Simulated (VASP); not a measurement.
# Ir (Fm-3m) in VASP: settings compared, part 2 of 3

VASP 6.6.1. The steps go on from the part before.

## (3) Single point, LDA

This run uses another cell than the first one, of 14.34 Å³/atom, 1.020 times its volume.

INCAR

```
SYSTEM = Ir
PREC = Accurate
ENCUT = 520
EDIFF = 1E-7
ISMEAR = -1
SIGMA = 0.05
LREAL = .FALSE.
LASPH = .TRUE.
NELM = 100
ALGO = Fast
ISIF = 2
LWAVE = .FALSE.
LCHARG = .FALSE.
NBANDS = 10
```

KPOINTS

```
regular mesh
0
G
  12 12 12
  0 0 0
```

POSCAR

```
Ir
1.0
    0.0000000000      1.9282864624      1.9282864624
    1.9282864624      0.0000000000      1.9282864624
    1.9282864624      1.9282864624      0.0000000000
Ir
1
Direct
    0.0000000000      0.0000000000      0.0000000000
```

Potentials or basis: VASP PAW LDA potentials, release 64 (Ir).

Command:

```bash
$ cat potpaw_LDA.64/Ir/POTCAR > POTCAR
$ mpirun -np 1 vasp_std > vasp.out
```

OUTCAR:

```text
SYSTEM = Ir
   PREC = Accurate
   ENCUT = 520
   EDIFF = 1E-7
   ISMEAR = -1
   LREAL = .FALSE.
   LASPH = .TRUE.
   NELM = 100
   ISIF = 2

 ion  position               nearest neighbor table
   1  0.000  0.000  0.000-

  LATTYP: Found a face centered cubic cell.
 ALAT       =     3.8565729248

  Lattice vectors:

 A1 = (   0.0000000000,   1.9282864624,   1.9282864624)
 A2 = (   1.9282864624,   0.0000000000,   1.9282864624)
 A3 = (   1.9282864624,   1.9282864624,   0.0000000000)

Analysis of symmetry for initial positions (statically):
=====================================================================
 Subroutine PRICEL returns:
 Original cell was already a primitive cell.

 Routine SETGRP: Setting up the symmetry group for a
 face centered cubic supercell.

 Subroutine GETGRP returns: Found 48 space group operations
 (whereof 48 operations were pure point group operations)
 out of a pool of 48 trial point group operations.

The static configuration has the point symmetry O_h .

Analysis of symmetry for dynamics (positions and initial velocities):
=====================================================================
 Subroutine PRICEL returns:
 Original cell was already a primitive cell.

 Routine SETGRP: Setting up the symmetry group for a
 face centered cubic supercell.

 Subroutine GETGRP returns: Found 48 space group operations
 (whereof 48 operations were pure point group operations)
 out of a pool of 48 trial point group operations.

The dynamic configuration has the point symmetry O_h .

 Subroutine INISYM returns: Found 48 space group operations
 (whereof 48 operations are pure point group operations),
 and found     1 'primitive' translations

----------------------------------------------------------------------------------------

                                     Primitive cell

  volume of cell :      14.3399

  direct lattice vectors                    reciprocal lattice vectors
     0.000000000  1.928286462  1.928286462    -0.259297573  0.259297573  0.259297573
[... 109 lines left out ...]
   GGA     = CA    functional components
   LHFCALC =     F    Hartree Fock is set to
   AEXX    =    0.0000 exact exchange contribution
   IVDW    =     0    specifies the selected vdW correction
   LEPSILON=     F    determine dielectric tensor
   LRPA    =     F    only Hartree local field effects (RPA)
 non-spin polarized calculation
 RMM-DIIS sequential band-by-band and
  energy-cutoff  :      520.00
  volume of cell :       14.34
 maximum number of plane-waves:       397
   NGX = 11   NGY = 11   NGZ = 11

 number of electron       9.0000000 magnetization

 Free energy of the ion-electron system (eV)
  ---------------------------------------------------
  ext. energy  EPLUGINS =         0.00000000
  ---------------------------------------------------
  free energy    TOTEN  =       -10.33157027 eV

  energy without entropy =      -10.32672534  energy(sigma->0) =      -10.32914781

 E-fermi :  10.0954     XC(G=0): -14.0623

 val. band max:       10.0704724569   @ k =   0.3333   0.0833   0.0000
 cond. band min:      10.0982874485   @ k =  -0.2500   0.0833   0.0000
 fundamental gap:      0.0278149917
 Fermi energy:        10.0953903303

 k-point     1 :       0.0000    0.0000    0.0000
  band No.  band energies     occupation
      1      -0.8879      2.00000
      2       6.2317      2.00000
      3       6.2317      2.00000
      4       6.2317      2.00000
      5       8.8964      2.00000
      6       8.8964      2.00000
      7      24.4496      0.00000
      8      29.9019      0.00000
      9      29.9019      0.00000
     10      29.9019      0.00000
[... 287 lines left out ...]
 k-point    24 :      -0.4167    0.1667    0.0000
  band No.  band energies     occupation
      1       3.0277      2.00000
      2       5.4114      2.00000
      3       6.9598      2.00000
      4       7.1511      2.00000
      5      10.5009      0.00060
      6      13.8133      0.00000
      7      17.1940      0.00000
      8      25.3543      0.00000
      9      27.5148      0.00000
     10      29.4713      0.00000

 [... further k-points ...]

------------------------ aborting loop because EDIFF is reached ----------------------------------------

  FORCE on cell =-STRESS in cart. coord.  units (eV):
  Direction    XX          YY          ZZ          XY          YZ          ZX
  --------------------------------------------------------------------------------------
  -------------------------------------------------------------------------------------
  Total       -0.9899198     -0.9899198     -0.9899198      0.0000000      0.0000000      0.0000000
  in kB     -110.6027507   -110.6027507   -110.6027507      0.0000000      0.0000000      0.0000000
  external PRESSURE =    -110.6027507 kB  Pullay stress =       0.0000000 kB

 VOLUME and BASIS-vectors are now :
 -----------------------------------------------------------------------------
  energy-cutoff  :      520.00
  volume of cell :       14.34
      direct lattice vectors                 reciprocal lattice vectors
     0.000000000  1.928286462  1.928286462    -0.259297573  0.259297573  0.259297573
     1.928286462  0.000000000  1.928286462     0.259297573 -0.259297573  0.259297573
     1.928286462  1.928286462  0.000000000     0.259297573  0.259297573 -0.259297573

 POSITION                                       TOTAL-FORCE (eV/Angst)
 -----------------------------------------------------------------------------------
      0.00000      0.00000      0.00000        -0.000000      0.000000      0.000000
 -----------------------------------------------------------------------------------
    total drift:                               -0.000000      0.000000      0.000000

  FREE ENERGIE OF THE ION-ELECTRON SYSTEM (eV)
  ---------------------------------------------------
  free  energy   TOTEN  =       -10.3315702712 eV

  energy  without entropy=      -10.3267253422  energy(sigma->0) =      -10.32914781
```

OSZICAR:

```text
N       E                     dE             d eps       ncg     rms          rms(c)
DAV:   1     0.467923033667E+02    0.46792E+02   -0.44365E+03  1456   0.829E+02
[... 11 lines left out ...]
RMM:  13    -0.103317821521E+02   -0.17719E-05   -0.12810E-05  1952   0.229E-02    0.347E-01
RMM:  14    -0.103317642816E+02    0.17871E-04   -0.12283E-06  1743   0.136E-02    0.334E-01
RMM:  15    -0.103316018478E+02    0.16243E-03   -0.19021E-04  2584   0.167E-01    0.116E-01
RMM:  16    -0.103315777807E+02    0.24067E-04   -0.18335E-05  2424   0.520E-02    0.559E-02
RMM:  17    -0.103315727141E+02    0.50666E-05   -0.17454E-06  1875   0.167E-02    0.473E-02
RMM:  18    -0.103315702698E+02    0.24443E-05   -0.10138E-06  1673   0.101E-02    0.453E-02
RMM:  19    -0.103315702712E+02   -0.13981E-08   -0.19731E-07  1069   0.446E-03
   1 F= -.10331570E+02 E0= -.10329148E+02  d E =-.484493E-02
```

stdout:

```text
POSCAR found type information on POSCAR Ir
 POSCAR found :  1 types and       1 ions
 scaLAPACK will be used
 LDA part: xc-table for (Slater(with rela. corr.)+CA(PZ))
 , standard interpolation
 POSCAR, INCAR and KPOINTS ok, starting setup
 FFT: planning ... GRIDC
 FFT: planning ... GRID_SOFT
 FFT: planning ... GRID
 WAVECAR not read
 entering main loop
```

Wall time 9.7 s (1 thread of Intel Xeon Platinum 8559C (Emerald Rapids), shared host); peak memory 0.12 GiB.

Results:

| Item | Value |
| --- | --- |
| Free energy | -10.3316 eV |
| Pressure | -11.1 GPa |

Levels at points of the mesh, in eV from the Fermi level:
| k point | band 1 | band 2 | band 3 | band 4 | band 5 | band 6 | band 7 | band 8 | band 9 |
| --- | --- | --- | --- | --- | --- | --- | --- | --- | --- |
| (0.00, 0.00, 0.00) | -10.98 | -3.86 | -3.86 | -3.86 | -1.20 | -1.20 | 14.35 | 19.81 | 19.81 |
| (0.50, 0.00, 0.00) | -8.00 | -3.95 | -3.95 | -0.71 | 0.84 | 0.84 | 7.10 | 13.89 | 19.60 |
| (0.50, 0.50, 0.00) | -7.79 | -7.24 | 0.83 | 1.40 | 1.40 | 1.72 | 10.30 | 11.61 | 11.61 |

Caveat: spin-orbit coupling is left out, which moves the levels of the heavy elements.

## (4) Single point, LDA

This run uses another cell than the first one, of 14.62 Å³/atom, 1.040 times its volume.

INCAR

```
SYSTEM = Ir
PREC     = Accurate       ! precision mode
ENCUT    = 520            ! plane-wave cutoff, eV
EDIFF    = 1E-6           ! SCF threshold, eV
ISMEAR   = -1             ! smearing method
SIGMA    = 0.05           ! smearing width, eV
LREAL    = .FALSE.        ! projectors in reciprocal space
LASPH    = .TRUE.         ! aspherical terms in the spheres
NELM     = 80             ! most SCF steps
ALGO     = Normal         ! electronic algorithm
ISIF     = 2              ! what is computed and relaxed
LWAVE    = .FALSE.        ! write WAVECAR
LCHARG   = .FALSE.        ! write CHGCAR
NBANDS   = 10             ! bands
```

KPOINTS

```
Automatic mesh
0
G
  12 12 12
  0 0 0
```

POSCAR

```
Ir
1.0
    0.0000000000      1.9408081540      1.9408081540
    1.9408081540      0.0000000000      1.9408081540
    1.9408081540      1.9408081540      0.0000000000
Ir
1
Direct
    0.0000000000      0.0000000000      0.0000000000
```

Potentials or basis: VASP PAW LDA potentials, release 64 (Ir).

Command:

```bash
$ cat potpaw_LDA.64/Ir/POTCAR > POTCAR
$ mpirun -np 1 vasp_std > vasp.out
```

OUTCAR:

```text
SYSTEM = Ir
   PREC = Accurate
   ENCUT = 520
   EDIFF = 1E-6
   ISMEAR = -1
   LREAL = .FALSE.
   LASPH = .TRUE.
   NELM = 80
   ISIF = 2

 ion  position               nearest neighbor table
   1  0.000  0.000  0.000-

  LATTYP: Found a face centered cubic cell.
 ALAT       =     3.8816163080

  Lattice vectors:

 A1 = (   0.0000000000,   1.9408081540,   1.9408081540)
 A2 = (   1.9408081540,   0.0000000000,   1.9408081540)
 A3 = (   1.9408081540,   1.9408081540,   0.0000000000)

Analysis of symmetry for initial positions (statically):
[... 5 lines left out ...]
 face centered cubic supercell.
[... 474 lines left out ...]
      3       6.7221      2.00000
      4       6.9000      2.00000
      5      10.1515      0.00076
      6      13.4035      0.00000
      7      16.6889      0.00000
      8      24.9246      0.00000
      9      27.0213      0.00000
     10      28.9199      0.00000

 [... further k-points ...]
[... 5 lines left out ...]
  --------------------------------------------------------------------------------------
  -------------------------------------------------------------------------------------
  Total       -1.6220963     -1.6220963     -1.6220963      0.0000000      0.0000000      0.0000000
  in kB     -177.7499084   -177.7499084   -177.7499084      0.0000000      0.0000000      0.0000000
  external PRESSURE =    -177.7499084 kB  Pullay stress =       0.0000000 kB

 VOLUME and BASIS-vectors are now :
 -----------------------------------------------------------------------------
  energy-cutoff  :      520.00
  volume of cell :       14.62
      direct lattice vectors                 reciprocal lattice vectors
     0.000000000  1.940808154  1.940808154    -0.257624639  0.257624639  0.257624639
     1.940808154  0.000000000  1.940808154     0.257624639 -0.257624639  0.257624639
     1.940808154  1.940808154  0.000000000     0.257624639  0.257624639 -0.257624639

 POSITION                                       TOTAL-FORCE (eV/Angst)
 -----------------------------------------------------------------------------------
      0.00000      0.00000      0.00000         0.000000     -0.000000      0.000000
 -----------------------------------------------------------------------------------
    total drift:                                0.000000      0.000000      0.000000

  FREE ENERGIE OF THE ION-ELECTRON SYSTEM (eV)
  ---------------------------------------------------
  free  energy   TOTEN  =       -10.3060116322 eV

  energy  without entropy=      -10.3009815380  energy(sigma->0) =      -10.30349659
```

stdout:

```text
POSCAR found type information on POSCAR Ir
 POSCAR found :  1 types and       1 ions
 scaLAPACK will be used
 LDA part: xc-table for (Slater(with rela. corr.)+CA(PZ))
 , standard interpolation
 POSCAR, INCAR and KPOINTS ok, starting setup
 FFT: planning ... GRIDC
 FFT: planning ... GRID_SOFT
 FFT: planning ... GRID
 WAVECAR not read
 entering main loop
```

Run time: 6 s. Hardware: 1 thread of Intel Xeon Platinum 8559C (Emerald Rapids), shared host; peak memory 0.13 GiB.

What came out:

```yaml
Free_energy: -10.3060 eV
Pressure: -17.8 GPa
```

Caveat: spin-orbit coupling is left out, which moves the levels of the heavy elements.

(Part 2 of 3 ends here.)
